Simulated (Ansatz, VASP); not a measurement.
# Hf5C3 in VASP and in Ansatz

```
Hf C
1.0
     3.63636   -5.09493    0.00000
     3.63636    5.09493    0.00000
     0.00000    0.00000    3.32269
Hf C
5 3
Cartesian
  0.0000 0.0000 0.0000
  1.8182 2.5475 0.0000
  1.8182 -2.5475 0.0000
  2.1662 0.0000 1.6613
  5.1065 0.0000 1.6613
  3.6364 0.0000 0.0000
  3.6364 -3.4559 1.6613
  3.6364 3.4559 1.6613
```

Change from the starting cell: species swapped into the Al3Ni5 type (Cmmm, No. 65).

Alike in both runs: functional PBE; k mesh 3 × 3 × 4; occupations gaussian, width 0.2 eV; no spin polarisation.

Ansatz relaxed the structure, and its values are those at the end. VASP's run is a single point on that final structure, the one shown.

```csv
,VASP,Ansatz
version,VASP 6.6.1,Ansatz 0.2.0
potentials or method,"VASP PAW PBE potentials, release 64 (Hf_pv, C), cutoff 520 eV","scalar-relativistic, plane waves, PAW"
valence electrons in the cell,62,142
```

Ansatz gave:

| Quantity | Value |
| --- | --- |
| gap on the k mesh at the Fermi level (eV) | none |
| pressure (GPa) | -0.1 |
| rms of the force components (eV/Å) | 0.012 |

Problem. What did VASP give for the same quantities?

Solution. gap on the k mesh at the Fermi level (eV): none; pressure (GPa): -0.7; rms of the force components (eV/Å): 0.009.

A gap of «none» marks a metal or a gap that the smearing closes. VASP's potentials hold 62 valence electrons a cell and Ansatz's 142, so a difference there can come from the potentials and not from the codes.

The k mesh is coarse, so the values compare programs but aren't converged. Neither program's run includes spin-orbit coupling.
